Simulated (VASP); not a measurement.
# SbTe2O3 (P6/mmm) in VASP: further runs

The runs below take SbTe2O3 through single point, with PBE.

All numbers are computed with VASP 6.6.1; they aren't measurements. Logs are shortened: lines on timing, memory, paths and dates and some standing lists are left out, and cuts for length are marked.

### 1 The cell of the first run

Symmetry: P6/mmm, No. 191, hexagonal system. Conventional cell: a = 5.762 Å, b = 5.762 Å, c = 3.373 Å, α = 90.00°, β = 90.00°, γ = 120.00°. Sb (site symmetry 6/mmm) has 6 Te at 3.33 Å and 12 O at 3.34 Å and 2 Sb at 3.37 Å within 4.4 Å. Within 3.1 Å of Te (site symmetry -6m2) lie 6 O at 2.37 Å. Within 3.1 Å of O (site symmetry mmm) lie 4 Te at 2.37 Å and 4 O at 2.88 Å.

### 2 Single point, PBE

Contents of INCAR:

```
PREC = Accurate
ENCUT = 520
EDIFF = 1E-7
ISMEAR = 0
SIGMA = 0.1
LREAL = False
LASPH = True
NELM = 80
ALGO = Normal
ISIF = 2
LWAVE = False
LCHARG = True
GGA = PE
LELF = True
LVHAR = True
NBANDS = 26
```

Contents of KPOINTS:

```
regular mesh
0
Gamma
  3 3 6
```

Contents of POSCAR:

```
SbTe2O3
1.0
    5.7616141109      0.0000000000      0.0000000000
   -2.8808070554      4.9897041868      0.0000000000
    0.0000000000      0.0000000000      3.3734944742
Sb Te O
1 2 3
Direct
    0.0000000000      0.0000000000      0.0000000000
    0.3333333333      0.6666666667      0.0000000000
    0.6666666667      0.3333333333      0.0000000000
    0.5000000000      0.0000000000      0.5000000000
    0.5000000000      0.5000000000      0.5000000000
    0.0000000000      0.5000000000      0.5000000000
```

Potentials or basis: VASP PAW PBE potentials, release 64 (Sb, Te, O).

Launch:

```sh
$ cat potpaw_PBE.64/Sb/POTCAR potpaw_PBE.64/Te/POTCAR potpaw_PBE.64/O/POTCAR > POTCAR
$ mpirun -np 1 vasp_std > vasp.out
```

OUTCAR:

```text
PREC = Accurate
   ENCUT = 520
   EDIFF = 1E-7
   ISMEAR = 0
   LREAL = False
   LASPH = True
   NELM = 80
   ISIF = 2
   GGA = PE

 ion  position               nearest neighbor table
   1  0.000  0.000  0.000-   2 3.33   3 3.33   2 3.33   3 3.33   3 3.33   2 3.33
   2  0.333  0.667  0.000-   4 2.37   4 2.37   6 2.37   6 2.37   5 2.37   5 2.37   3 3.33   1 3.33
                             3 3.33   1 3.33   1 3.33   3 3.33
   3  0.667  0.333  0.000-   4 2.37   4 2.37   6 2.37   6 2.37   5 2.37   5 2.37   2 3.33   1 3.33
                             2 3.33   1 3.33   1 3.33   2 3.33
   4  0.500  0.000  0.500-   2 2.37   3 2.37   2 2.37   3 2.37
   5  0.500  0.500  0.500-   2 2.37   3 2.37   2 2.37   3 2.37
   6  0.000  0.500  0.500-   2 2.37   3 2.37   2 2.37   3 2.37

  LATTYP: Found a hexagonal cell.
 ALAT       =     5.7616141109
 C/A-ratio  =     0.5855120474

  Lattice vectors:

 A1 = (   5.7616141109,   0.0000000000,   0.0000000000)
 A2 = (  -2.8808070554,   4.9897041868,   0.0000000000)
 A3 = (   0.0000000000,   0.0000000000,   3.3734944742)

Analysis of symmetry for initial positions (statically):
=====================================================================
 Subroutine PRICEL returns:
 Original cell was already a primitive cell.

 Routine SETGRP: Setting up the symmetry group for a
 hexagonal supercell.

 Subroutine GETGRP returns: Found 24 space group operations
 (whereof 24 operations were pure point group operations)
 out of a pool of 24 trial point group operations.

The static configuration has the point symmetry D_6h.

Analysis of symmetry for dynamics (positions and initial velocities):
=====================================================================
 Subroutine PRICEL returns:
 Original cell was already a primitive cell.

 Routine SETGRP: Setting up the symmetry group for a
 hexagonal supercell.

 Subroutine GETGRP returns: Found 24 space group operations
 (whereof 24 operations were pure point group operations)
 out of a pool of 24 trial point group operations.

The dynamic configuration has the point symmetry D_6h.

 Subroutine INISYM returns: Found 24 space group operations
 (whereof 24 operations are pure point group operations),
 and found     1 'primitive' translations

----------------------------------------------------------------------------------------

                                     Primitive cell

  volume of cell :      96.9837

  direct lattice vectors                    reciprocal lattice vectors
     5.761614111  0.000000000  0.000000000     0.173562474  0.100206341  0.000000000
    -2.880807055  4.989704187  0.000000000     0.000000000  0.200412682  0.000000000
     0.000000000  0.000000000  3.373494474     0.000000000  0.000000000  0.296428528

  length of vectors
     5.761614111  5.761614111  3.373494474     0.200412682  0.200412682  0.296428528

  position of ions in fractional coordinates (direct lattice)
     0.000000000  0.000000000  0.000000000
     0.333333333  0.666666667  0.000000000
     0.666666667  0.333333333  0.000000000
     0.500000000  0.000000000  0.500000000
     0.500000000  0.500000000  0.500000000
     0.000000000  0.500000000  0.500000000

  ion indices of the primitive-cell ions
   primitive index   ion index
                 1           1
                 2           2
                 3           3
                 4           4
                 5           5
                 6           6

----------------------------------------------------------------------------------------

 KPOINTS: regular mesh

Automatic generation of k-mesh.
 Grid dimensions read from file:
 generate k-points for:    3    3    6

 Generating k-lattice:

  Cartesian coordinates                     Fractional coordinates (reciprocal lattice)
     0.057854158  0.033402114  0.000000000     0.333333333  0.000000000  0.000000000
     0.000000000  0.066804227  0.000000000     0.000000000  0.333333333  0.000000000
     0.000000000  0.000000000  0.049404755     0.000000000  0.000000000  0.166666667

  Length of vectors
     0.066804227  0.066804227  0.049404755

  Shift w.r.t. Gamma in fractional coordinates (k-lattice)
     0.000000000  0.000000000  0.000000000

 Subroutine IBZKPT returns following result:
 ===========================================

 Found     12 irreducible k-points:

 Following reciprocal coordinates:
            Coordinates               Weight
  0.000000  0.000000  0.000000      1.000000
  0.333333  0.000000  0.000000      6.000000
  0.333333  0.333333  0.000000      2.000000
  0.000000  0.000000  0.166667      2.000000
  0.333333  0.000000  0.166667     12.000000
  0.333333  0.333333  0.166667      4.000000
  0.000000  0.000000  0.333333      2.000000
  0.333333  0.000000  0.333333     12.000000
  0.333333  0.333333  0.333333      4.000000
  0.000000  0.000000  0.500000      1.000000
  0.333333  0.000000  0.500000      6.000000
  0.333333  0.333333  0.500000      2.000000
   k-points           NKPTS =     12   k-points in BZ     NKDIM =     12   number of bands    NBANDS=     26
   number of dos      NEDOS =    301   number of ions     NIONS =      6
   total plane-waves  NPLWV =  64512
   dimension x,y,z NGX =    48 NGY =   48 NGZ =   28
   dimension x,y,z NGXF=    96 NGYF=   96 NGZF=   56
   ions per type =               1   2   3
   NGX,Y,Z   is equivalent  to a cutoff of  13.85, 13.85, 13.80 a.u.
   NGXF,Y,Z  is equivalent  to a cutoff of  27.70, 27.70, 27.60 a.u.
 SYSTEM =  unknown system
   PREC   = accura    normal or accurate (medium, high low for compatibility)
   ISTART =      0    job   : 0-new  1-cont  2-samecut
   ICHARG =      2    charge: 1-file 2-atom 10-const
   ISPIN  =      1    spin polarized calculation?
   LNONCOLLINEAR =      F non collinear calculations
   LSORBIT =      F    spin-orbit coupling
   LASPH  =      T    aspherical Exc in radial PAW
   ENCUT  =  520.0 eV  38.22 Ry    6.18 a.u.  10.71 10.71  6.27*2*pi/ulx,y,z
   NELM   =     80;   NELMIN=  2; NELMDL= -5     # of ELM steps
   EDIFF  = 0.1E-06   stopping-criterion for ELM
   LREAL  =      F    real-space projection
   EDIFFG = 0.1E-05   stopping-criterion for IOM
   NSW    =      0    number of steps for IOM
   IBRION =     -1    ionic relax: 0-MD 1-quasi-New 2-CG
   NFREE  =      0    steps in history (QN), initial steepest desc. (CG)
   ISIF   =      2    stress and relaxation
   ISYM   =      2    0-nonsym 1-usesym 2-fastsym
   POTIM  = 0.5000    time-step for ionic-motion
   TEBEG  =    0.0;   TEEND  =   0.0 temperature during run
   PSTRESS=    0.0 pullay stress
   NELECT =      35.0000    total number of electrons
   NUPDOWN=      -1.0000    fix difference up-down
   EMIN   =  10.00;   EMAX   =-10.00  energy-range for DOS
   EFERMI =   0.00;   METHOD = LEGACY
   ISMEAR =     0;   SIGMA  =   0.10  broadening in eV -4-tet -1-fermi 0-gaus
   EFERMI_NEDOS =   21; number of points for ismear=-14 and -15
   IALGO  =     38    algorithm
   IMIX   =      4    mixing-type and parameters
     AMIX     =   0.40;   BMIX     =  1.00
     AMIX_MAG =   1.60;   BMIX_MAG =  1.00
  volume/ion in A,a.u.               =      16.16       109.08
  Fermi-wavevector in a.u.,A,eV,Ry     =   1.165551  2.202572 18.483631  1.358509
  Thomas-Fermi vector in A             =   2.302075
   LORBIT       =      0    0 simple, 1 ext, 2 COOP (PROOUT), +10 PAW based schemes
   GGA     = PE    functional components
   LHFCALC =     F    Hartree Fock is set to
   AEXX    =    0.0000 exact exchange contribution
   IVDW    =     0    specifies the selected vdW correction
   LEPSILON=     F    determine dielectric tensor
   LRPA    =     F    only Hartree local field effects (RPA)
 non-spin polarized calculation
 Gauss-broadening in eV      SIGMA  =   0.10
  energy-cutoff  :      520.00
  volume of cell :       96.98
 maximum number of plane-waves:      2641
 NGX is ok and might be reduce to    48
   NGX = 21   NGY = 21   NGZ = 13

 number of electron      34.9999996 magnetization

 Free energy of the ion-electron system (eV)
  ---------------------------------------------------
  ext. energy  EPLUGINS =         0.00000000
  ---------------------------------------------------
  free energy    TOTEN  =       -25.74170006 eV

  energy without entropy =      -25.72059381  energy(sigma->0) =      -25.73114693

 E-fermi :   8.2543     XC(G=0): -10.8640

 val. band max:        8.2031654086   @ k =   0.3333   0.0000   0.5000
 cond. band min:       8.2696701106   @ k =   0.3333   0.0000   0.3333
 fundamental gap:      0.0665047020
 Fermi energy:         8.2542997345

 k-point     1 :       0.0000    0.0000    0.0000
  band No.  band energies     occupation
      1     -11.5659      2.00000
      2      -9.8676      2.00000
      3      -9.8676      2.00000
      4      -4.5480      2.00000
      5      -2.1976      2.00000
      6      -0.1670      2.00000
[... 18 lines left out ...]
     25      14.1110      0.00000
     26      17.2408      0.00000

 k-point     2 :       0.3333    0.0000    0.0000
  band No.  band energies     occupation
      1     -11.2802      2.00000
      2     -10.3386      2.00000
      3      -9.8767      2.00000
      4      -3.8325      2.00000
      5      -2.3309      2.00000
      6      -1.2908      2.00000
[... 18 lines left out ...]
     25      15.4579      0.00000
     26      16.2253      0.00000

 k-point     3 :       0.3333    0.3333    0.0000
  band No.  band energies     occupation
      1     -10.8464      2.00000
      2     -10.8464      2.00000
      3      -9.8925      2.00000
      4      -2.9792      2.00000
      5      -2.9792      2.00000
      6      -1.5503      2.00000
[... 224 lines left out ...]
 k-point    11 :       0.3333    0.0000    0.5000
  band No.  band energies     occupation
      1     -10.3614      2.00000
      2      -9.7540      2.00000
      3      -9.4943      2.00000
      4      -4.9065      2.00000
      5      -3.2736      2.00000
      6       0.3527      2.00000
[... 18 lines left out ...]
     25      15.3541      0.00000
     26      15.7958      0.00000

 k-point    12 :       0.3333    0.3333    0.5000
  band No.  band energies     occupation
      1     -10.0718      2.00000
      2     -10.0718      2.00000
      3      -9.4989      2.00000
      4      -4.1748      2.00000
      5      -4.1748      2.00000
      6      -0.5907      2.00000
[... 18 lines left out ...]
     25      15.3467      0.00000
     26      15.3467      0.00000

------------------------ aborting loop because EDIFF is reached ----------------------------------------

  FORCE on cell =-STRESS in cart. coord.  units (eV):
  Direction    XX          YY          ZZ          XY          YZ          ZX
  --------------------------------------------------------------------------------------
  -------------------------------------------------------------------------------------
  Total       -0.5382152     -0.5382152     -0.5844379     -0.0000000      0.0000000      0.0000000
  in kB       -8.8913473     -8.8913473     -9.6549483     -0.0000000      0.0000000      0.0000000
  external PRESSURE =      -9.1458810 kB  Pullay stress =       0.0000000 kB

 VOLUME and BASIS-vectors are now :
 -----------------------------------------------------------------------------
  energy-cutoff  :      520.00
  volume of cell :       96.98
      direct lattice vectors                 reciprocal lattice vectors
     5.761614111  0.000000000  0.000000000     0.173562474  0.100206341  0.000000000
    -2.880807055  4.989704187  0.000000000     0.000000000  0.200412682  0.000000000
     0.000000000  0.000000000  3.373494474     0.000000000  0.000000000  0.296428528

 POSITION                                       TOTAL-FORCE (eV/Angst)
 -----------------------------------------------------------------------------------
      0.00000      0.00000      0.00000        -0.000000      0.000000     -0.000000
     -0.00000      3.32647      0.00000        -0.000000      0.000000      0.000000
      2.88081      1.66323      0.00000         0.000000     -0.000000     -0.000000
      2.88081      0.00000      1.68675        -0.000000      0.000000     -0.000000
      1.44040      2.49485      1.68675        -0.000000      0.000000     -0.000000
     -1.44040      2.49485      1.68675        -0.000000      0.000000     -0.000000
 -----------------------------------------------------------------------------------
    total drift:                               -0.000000      0.000000     -0.000000

  FREE ENERGIE OF THE ION-ELECTRON SYSTEM (eV)
  ---------------------------------------------------
  free  energy   TOTEN  =       -25.7417000580 eV

  energy  without entropy=      -25.7205938107  energy(sigma->0) =      -25.73114693
```

Run time: 53 s. Hardware: 1 thread of AMD EPYC 9R45 (Zen 5), shared host; peak memory 0.22 GiB.

What came out:

| Property | Result |
| --- | --- |
| Free energy | -25.7417 eV |
| Pressure | -0.9 GPa |

Levels at points of the mesh, in eV from the Fermi level:
```tsv
k point	band 15	band 16	band 17	band 18	band 19	band 20	band 21	band 22
(0.00, 0.00, 0.00)	-2.24	-1.95	-1.40	0.24	0.24	1.01	3.93	4.48
(0.00, 0.00, 0.50)	-2.40	-2.40	-1.73	-0.40	-0.31	2.46	2.46	3.64
```

Caveat: the k points lie up to 0.42 Å⁻¹ apart; spin-orbit coupling is left out, which moves the levels of the heavy elements; an odd number of electrons without spin polarisation forces a metal; a magnetic or distorted state may lie lower.

### 3 Single point, PBE

This run uses another cell than the first one, of 19.34 Å³/atom, 1.197 times its volume.

Contents of INCAR:

```
PREC     = Accurate       # precision mode
ENCUT    = 520            # plane-wave cutoff, eV
EDIFF    = 1E-6           # SCF threshold, eV
ISMEAR   = 0              # smearing method
SIGMA    = 0.1            # smearing width, eV
LREAL    = F              # projectors in reciprocal space
LASPH    = T              # aspherical terms in the spheres
NELM     = 100            # most SCF steps
ALGO     = Normal         # electronic algorithm
ISIF     = 2              # what is computed and relaxed
LWAVE    = F              # write WAVECAR
LCHARG   = F              # write CHGCAR
GGA      = PE             # functional
NBANDS   = 26             # bands
```

KPOINTS is that of step 2.

Contents of POSCAR:

```
SbTe2O3
1.0
    6.2798034600      0.0000000000      0.0000000000
   -3.1399017300      5.4384693300      0.0000000000
    0.0000000000      0.0000000000      3.3983882600
Sb Te O
1 2 3
Direct
    0.0000000000      0.0000000000      0.0000000000
    0.3333333300      0.6666666700      0.0000000000
    0.6666666700      0.3333333300      0.0000000000
    0.5000000000      0.0000000000      0.5000000000
    0.5000000000      0.5000000000      0.5000000000
    0.0000000000      0.5000000000      0.5000000000
```

Potentials or basis: VASP PAW PBE potentials, release 64 (Sb, Te, O).

Launch:

```sh
$ cat potpaw_PBE.64/Sb/POTCAR potpaw_PBE.64/Te/POTCAR potpaw_PBE.64/O/POTCAR > POTCAR
$ mpirun -np 1 vasp_std > vasp.out
```

OUTCAR:

```text
PREC = Accurate
   ENCUT = 520
   EDIFF = 1E-6
   ISMEAR = 0
   LREAL = F
   LASPH = T
   NELM = 100
   ISIF = 2
   GGA = PE

 ion  position               nearest neighbor table
   1  0.000  0.000  0.000-   2 3.63   3 3.63   3 3.63   2 3.63   3 3.63   2 3.63
   2  0.333  0.667  0.000-   6 2.48   6 2.48   4 2.48   4 2.48   5 2.48   5 2.48   1 3.63   3 3.63
                             3 3.63   1 3.63   1 3.63   3 3.63
   3  0.667  0.333  0.000-   6 2.48   6 2.48   4 2.48   4 2.48   5 2.48   5 2.48   1 3.63   2 3.63
                             2 3.63   1 3.63   1 3.63   2 3.63
   4  0.500  0.000  0.500-   2 2.48   3 2.48   2 2.48   3 2.48
   5  0.500  0.500  0.500-   2 2.48   3 2.48   2 2.48   3 2.48
   6  0.000  0.500  0.500-   2 2.48   3 2.48   2 2.48   3 2.48

  LATTYP: Found a hexagonal cell.
 ALAT       =     6.2798034600
 C/A-ratio  =     0.5411615637

  Lattice vectors:

 A1 = (   6.2798034600,   0.0000000000,   0.0000000000)
 A2 = (  -3.1399017300,   5.4384693300,   0.0000000000)
 A3 = (   0.0000000000,   0.0000000000,   3.3983882600)

Analysis of symmetry for initial positions (statically):
[... 170 lines left out ...]

 val. band max:        5.7626235355   @ k =   0.0000   0.0000   0.1667
 cond. band min:       5.9603672434   @ k =   0.3333   0.0000   0.5000
 fundamental gap:      0.1977437078
 Fermi energy:         5.9281636768

 k-point     1 :       0.0000    0.0000    0.0000
  band No.  band energies     occupation
      1     -12.6365      2.00000
      2     -11.5421      2.00000
      3     -11.5421      2.00000
      4      -6.3995      2.00000
      5      -4.3696      2.00000
      6      -2.8463      2.00000
[... 337 lines left out ...]
     25      12.5931      0.00000
     26      12.5931      0.00000

------------------------ aborting loop because EDIFF is reached ----------------------------------------

  FORCE on cell =-STRESS in cart. coord.  units (eV):
  Direction    XX          YY          ZZ          XY          YZ          ZX
  --------------------------------------------------------------------------------------
  -------------------------------------------------------------------------------------
  Total       -7.7773209     -7.7773210     -9.0988493      0.0000000      0.0000000      0.0000000
  in kB     -107.3605861   -107.3605862   -125.6033793      0.0000000      0.0000000      0.0000000
  external PRESSURE =    -113.4415172 kB  Pullay stress =       0.0000000 kB

 VOLUME and BASIS-vectors are now :
 -----------------------------------------------------------------------------
  energy-cutoff  :      520.00
  volume of cell :      116.06
      direct lattice vectors                 reciprocal lattice vectors
     6.279803460  0.000000000  0.000000000     0.159240652  0.091937633  0.000000000
    -3.139901730  5.438469330  0.000000000     0.000000000  0.183875267  0.000000000
     0.000000000  0.000000000  3.398388260     0.000000000  0.000000000  0.294257137

 POSITION                                       TOTAL-FORCE (eV/Angst)
 -----------------------------------------------------------------------------------
      0.00000      0.00000      0.00000        -0.000000     -0.000000      0.000000
     -0.00000      3.62565      0.00000         0.000000     -0.000000      0.000000
      3.13990      1.81282      0.00000        -0.000000      0.000000     -0.000000
      3.13990      0.00000      1.69919        -0.000000     -0.000000      0.000000
      1.56995      2.71923      1.69919        -0.000000     -0.000000      0.000000
     -1.56995      2.71923      1.69919        -0.000000     -0.000000      0.000000
 -----------------------------------------------------------------------------------
    total drift:                               -0.000000      0.000000     -0.000000

  FREE ENERGIE OF THE ION-ELECTRON SYSTEM (eV)
  ---------------------------------------------------
  free  energy   TOTEN  =       -24.9563201599 eV

  energy  without entropy=      -24.9332721583  energy(sigma->0) =      -24.94479616
```

stdout:

```text
POSCAR found type information on POSCAR SbTeO
 POSCAR found :  3 types and       6 ions
 scaLAPACK will be used
 LDA part: xc-table for (Slater+PW92), standard interpolation
 POSCAR, INCAR and KPOINTS ok, starting setup
 FFT: planning ... GRIDC
 FFT: planning ... GRID_SOFT
 FFT: planning ... GRID
 WAVECAR not read
 entering main loop
```

It took 54 s on 1 thread of AMD EPYC 9R45 (Zen 5), shared host; peak memory 0.22 GiB.

What came out:

- Free energy: -24.9563 eV
- Pressure: -11.3 GPa

Levels at points of the mesh, in eV from the Fermi level:
```
           k point  band 15  band 16  band 17  band 18  band 19  band 20
(0.00, 0.00, 0.00)    -1.72    -1.69    -1.27     0.29     0.29     1.16
(0.00, 0.00, 0.50)    -1.99    -1.99    -1.49    -1.36    -0.81     2.31
```

Caveat: the k points lie up to 0.39 Å⁻¹ apart; spin-orbit coupling is left out, which moves the levels of the heavy elements; an odd number of electrons without spin polarisation forces a metal; a magnetic or distorted state may lie lower.
